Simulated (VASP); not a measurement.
Set up this calculation in VASP 6.6.1, as the native input.

```yaml
Task: single point
Functional: PBE
Potentials_or_basis: VASP PAW PBE potentials, release 64 (Sn_d)
Cutoff: 400 eV
k_mesh: 7 × 7 × 1
Occupations: methfessel-paxton, width 0.001 eV
Spin: no spin polarisation
Dipole_correction: yes
Further_INCAR_settings: ALGO = Normal; EDIFF = 1e-06; NBANDS = 36; NELMDL = -8
```

The structure of Sn lies in POSCAR:

```
Sn
1.0
    4.7064645918      0.0000000000      0.0000000000
    0.0000000000      4.7064645918      0.0000000000
    0.0000000000      0.0000000000     20.9920000000
Sn
4
Direct
    0.0000000000      0.2500000000      0.3810985246
    0.5000000000      0.2500000000      0.4603661749
    0.5000000000      0.7500000000      0.5396338251
    0.0000000000      0.7500000000      0.6189014754
```

One way to write it, as run:

INCAR

```
PREC = Accurate
ENCUT = 400
EDIFF = 1E-6
ISMEAR = 1
SIGMA = 0.001
LREAL = False
LASPH = True
NELM = 120
ALGO = Normal
ISIF = 2
LWAVE = False
LCHARG = True
LDIPOL = True
IDIPOL = 3
DIPOL = 0.5 0.5 0.500
GGA = PE
LELF = True
LVHAR = True
LVACPOTAV = True
NBANDS = 36
GGA_COMPAT = False
NELMDL = -8
```

KPOINTS

```
regular mesh
0
Gamma
  7 7 1
```

Potentials or basis: VASP PAW PBE potentials, release 64 (Sn_d).

Launch:

```bash
$ cat potpaw_PBE.64/Sn_d/POTCAR > POTCAR
$ mpirun -np 1 vasp_std > vasp.out
```

Results of the run:

```
Largest force          : 0.238 eV/Å
Band gap on the k mesh : zero (bands 28 and 29 overlap by 0.60 eV)
```

Caveat: spin-orbit coupling is left out, which moves the levels of the heavy elements.

Wall time 7.6 min on 1 thread of Oxide Virtual Turin-like Processor, with other jobs on the host, peak memory 0.4 GiB.
